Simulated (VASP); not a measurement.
Here is a VASP 6.6.1 calculation.

The input POSCAR:

```
BAs
1.0
    0.0000000000      2.2961928999      2.2961928999
    2.2961928999      0.0000000000      2.2961928999
    2.2961928999      2.2961928999      0.0000000000
B As
1 1
Direct
    0.0000000000      0.0000000000      0.0000000000
    0.2500000000      0.2500000000      0.2500000000
```

File INCAR.step1:

```
SYSTEM = BAs
PREC = Accurate
ENCUT = 500
EDIFF = 1E-8
ISMEAR = 0
SIGMA = 0.01
LREAL = .FALSE.
LASPH = .TRUE.
NELM = 60
ALGO = Normal
LWAVE = .TRUE.
LCHARG = .FALSE.
GGA = PE
```

Contents of INCAR.step2:

```
SYSTEM = BAs
PREC = Accurate
ENCUT = 500
EDIFF = 1E-8
ISMEAR = 0
SIGMA = 0.01
LREAL = .FALSE.
LASPH = .TRUE.
NELM = 1
ALGO = Exact
LWAVE = .TRUE.
LCHARG = .FALSE.
GGA = PE
NBANDS = 105
LOPTICS = .TRUE.
ISTART = 1
```

The input INCAR.step3:

```
SYSTEM = BAs
PREC = Accurate
ENCUT = 500
EDIFF = 1E-8
ISMEAR = 0
SIGMA = 0.01
LREAL = .FALSE.
LASPH = .TRUE.
ALGO = EVGW0
LWAVE = .FALSE.
LCHARG = .FALSE.
GGA = PE
NELMGW = 1
NBANDS = 105
ENCUTGW = 150.0
NOMEGA = 96
PRECFOCK = Fast
ISTART = 1
NBANDSGW = 12
OMEGAMAX = 20
```

KPOINTS

```
regular mesh
0
G
  6 6 6
  0 0 0
```

Potentials or basis: VASP PAW PBE potentials, release 64 (B_GW, As_GW).

The run is started by

```console
$ cat potpaw_PBE.64/B_GW/POTCAR potpaw_PBE.64/As_GW/POTCAR > POTCAR
$ cp INCAR.step1 INCAR
$ mpirun -np 1 vasp_std > vasp.out
$ cp INCAR.step2 INCAR
$ mpirun -np 1 vasp_std > vasp.out
$ cp INCAR.step3 INCAR
$ mpirun -np 1 vasp_std > vasp.out
```

Task: Estimate the quasiparticle gap.

Result: 1.74 eV.

Task: Predict the least direct quasiparticle gap.

Result: 4.28 eV.

Task: Estimate the band gap of the starting levels on the mesh.

Result: 1.17 eV.

Task: Predict the least direct gap of the starting levels on the mesh.

Result: 3.43 eV.

Caveat: the k points lie up to 0.39 Å⁻¹ apart; bands, screening cutoff and mesh are small and nothing is extrapolated, so the quasiparticle values aren't converged.
